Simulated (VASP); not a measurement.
Input of a VASP 6.6.1 run:

Contents of INCAR:

```
PREC = Accurate
ENCUT = 520
EDIFF = 1E-7
ISMEAR = -1
SIGMA = 0.05
LREAL = False
LASPH = True
NELM = 80
ALGO = Normal
ISIF = 2
LWAVE = False
LCHARG = False
GGA = CA
NBANDS = 20
```

The input KPOINTS:

```
Automatic mesh
0
Gamma
  9 9 5
```

The input POSCAR:

```
Tl
1.0
    3.5237819143      0.0000000000      0.0000000000
   -1.7618909571      3.0516846552      0.0000000000
    0.0000000000      0.0000000000      5.6333608439
Tl
2
Direct
    0.6666666667      0.3333333333      0.7500000000
    0.3333333333      0.6666666667      0.2500000000
```

Potentials or basis: VASP PAW LDA potentials, release 64 (Tl_d).

The run is started by

```sh
$ cat potpaw_LDA.64/Tl_d/POTCAR > POTCAR
$ mpirun -np 1 vasp_std > vasp.out
```

Task: Estimate the pressure.

Result: -3.2 GPa.

Task: What does it give for the band gap on the k mesh?

Result: Zero (bands 13 and 14 overlap by 3.39 eV).

Stress tensor (GPa, compression positive):
```
-3.46  0.00  0.00
 0.00 -3.46  0.00
 0.00  0.00 -2.71
```

Caveat: the cell stands under tension; spin-orbit coupling is left out, which moves the levels of the heavy elements.
